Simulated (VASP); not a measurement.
Runs of VASP 6.6.1 on LiBr. Symmetry: Fm-3m, No. 225, cubic system. The conventional cell has a = 5.445 Å, b = 5.445 Å, c = 5.445 Å, α = 90.00°, β = 90.00°, γ = 90.00°. Within 3.6 Å of Li (site symmetry m-3m) lie 6 Br at 2.72 Å. Br (site symmetry m-3m) has 6 Li at 2.72 Å within 3.6 Å. 

```csv
task,level,potentials or basis,spin,fixed moment (μB),cell,k mesh,cutoff (eV),smearing,k mesh for the DOS,occupations for the DOS,gap on the mesh (eV),pressure (GPa),moment (μB)
single point,PBE,"VASP PAW PBE potentials, release 64 (Li_sv, Br)",off,-,"a = 3.850 Å, angles 60.0°, 2 atoms",6 × 6 × 6,750,methfessel-paxton 0.12 eV,-,-,5.08,(a),-
single point,PBE,"VASP PAW PBE potentials, release 64 (Li_sv, Br)","collinear, ferromagnetic start",1.0,"a = 3.850 Å, angles 60.0°, 2 atoms",4 × 4 × 4,750,fermi-dirac 0.025852 eV,-,-,-,4.3,1.00
single point,PBE,"VASP PAW PBE potentials, release 64 (Li_sv, Br)","collinear, ferromagnetic start",-,"a = 3.850 Å, angles 60.0°, 2 atoms",5 × 5 × 5,750,gaussian 0.1 eV,-,-,5.08,1.0,0.00
single point,PBE,"VASP PAW PBE potentials, release 64 (Li_sv, Br)",off,-,"a = 3.850 Å, angles 60.0°, 2 atoms",4 × 4 × 4,750,gaussian 0.1 eV,-,-,(c),(d),-
single point,r2SCAN,"VASP PAW PBE potentials, release 64 (Li_sv, Br)",off,-,"a = 3.850 Å, angles 60.0°, 2 atoms",4 × 4 × 4,830,gaussian 0.1 eV,-,-,6.02,0.2,-
single point,PBE,"VASP PAW PBE potentials, release 64 (Li_sv, Br)",off,-,"a = 3.850 Å, angles 60.0°, 2 atoms",2 × 2 × 2,750,gaussian 0.1 eV,-,-,4.99,(b),-
single point,LDA,"VASP PAW LDA potentials, release 64 (Li_sv, Br)",off,-,"a = 3.850 Å, angles 60.0°, 2 atoms","2 × 2 × 2, shifted",750,gaussian 0.1 eV,-,-,6.77,-3.6,-
```

Question: Fill in the values left out.

Answer: (a) 0.9; (b) 6.7; (c) 5.07; (d) 1.1.

Caveats: some runs use coarse meshes; the total moment is fixed, so each spin has its own Fermi level (some runs); the PAW data sets were made with another functional, which shifts forces and pressure a little (some runs).

A k mesh can miss the band edges, and the runs leave out spin-orbit coupling on Br.
